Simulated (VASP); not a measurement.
Input of a VASP 6.6.1 run:

The input INCAR:

```
SYSTEM = SrO
ALGO     = Normal         ! electronic algorithm
EDIFF    = 1E-6           ! SCF threshold, eV
ENCUT    = 520            ! plane-wave cutoff, eV
ISIF     = 2              ! what is computed and relaxed
ISMEAR   = -1             ! smearing method
LASPH    = .True.         ! aspherical terms in the spheres
LCHARG   = .True.         ! write CHGCAR
LELF     = .True.         ! ELF
LREAL    = .False.        ! projectors in reciprocal space
LVHAR    = .True.       
LWAVE    = .False.        ! write WAVECAR
NBANDS   = 24             ! bands
NELM     = 100            ! most SCF steps
PREC     = Accurate       ! precision mode
SIGMA    = 0.05           ! smearing width, eV
```

The input KPOINTS:

```
k-points
0
Gamma
  9 9 5
  0 0 0
```

The input POSCAR:

```
SrO
1.0
    3.5052647967      0.0000000000      0.0000000000
   -1.7526323983      3.0356483609      0.0000000000
    0.0000000000      0.0000000000      6.1332760581
Sr O
2 2
Direct
    0.6666666667      0.3333333333      0.7500000000
    0.3333333333      0.6666666667      0.2500000000
    0.0000000000      0.0000000000      0.5000000000
    0.0000000000      0.0000000000      0.0000000000
```

Potentials or basis: VASP PAW LDA potentials, release 64 (Sr_sv, O).

Run with:

```console
$ cat potpaw_LDA.64/Sr_sv/POTCAR potpaw_LDA.64/O/POTCAR > POTCAR
$ mpirun -np 1 vasp_std > vasp.out
```

Q: Estimate the band gap on the k mesh.

A: 2.92 eV (least direct gap 3.11 eV).

Q: What does it give for the pressure?

A: -1.5 GPa.

Stress tensor (GPa, compression positive):
```
-1.36  0.00  0.00
 0.00 -1.36  0.00
 0.00  0.00 -1.69
```

A k mesh can miss the band edges.
